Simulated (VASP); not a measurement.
A run of VASP 6.6.1:

INCAR

```
SYSTEM = Al8N7
ALGO = Normal ; EDIFF = 1E-6
ENCUT = 520 ; GGA = CA
ISIF = 2 ; ISMEAR = 0
LASPH = .TRUE. ; LCHARG = .TRUE.
LELF = .TRUE. ; LREAL = Auto
LVHAR = .TRUE. ; LWAVE = .FALSE.
NBANDS = 42 ; NELECT = 56.0
NELM = 80 ; PREC = Accurate
SIGMA = 0.05
```

File KPOINTS:

```
k-points
0
G
  4 4 4
  0 0 0
```

Contents of POSCAR:

```
Al8N7
1.0
   -4.0109247379      4.0109247379      0.0000000000
   -4.0109247379      0.0000000000      4.0109247379
    0.0000000000      4.0109247379      4.0109247379
Al N
8 7
Direct
    0.7500000000      0.7500000000      0.7500000000
    0.2500000000      0.7500000000      0.7500000000
    0.7500000000      0.2500000000      0.7500000000
    0.7500000000      0.7500000000      0.2500000000
    0.2500000000      0.2500000000      0.7500000000
    0.2500000000      0.7500000000      0.2500000000
    0.7500000000      0.2500000000      0.2500000000
    0.2500000000      0.2500000000      0.2500000000
    0.5936648830      0.9688351170      0.4688351170
    1.0000000000      0.5000000000      0.5000000000
    1.0000000000      1.0000000000      0.0000000000
    0.5000000000      0.5000000000      0.5000000000
    0.5000000000      1.0000000000      0.0000000000
    1.0000000000      0.5000000000      0.0000000000
    0.5000000000      0.5000000000      0.0000000000
```

Potentials or basis: VASP PAW LDA potentials, release 64 (Al, N).

Run with:

```console
$ cat potpaw_LDA.64/Al/POTCAR potpaw_LDA.64/N/POTCAR > POTCAR
$ mpirun -np 1 vasp_std > vasp.out
```

Hardware: 1 thread of Intel(R) Xeon(R) Platinum 8488C (Sapphire Rapids), on a shared host.

Problem. Estimate the wall time of this run.

Solution. Wall time 4.9 min on 1 thread of Intel(R) Xeon(R) Platinum 8488C (Sapphire Rapids) (shared host), peak memory 0.24 GiB. Counts: scf iterations 15, k points 24.
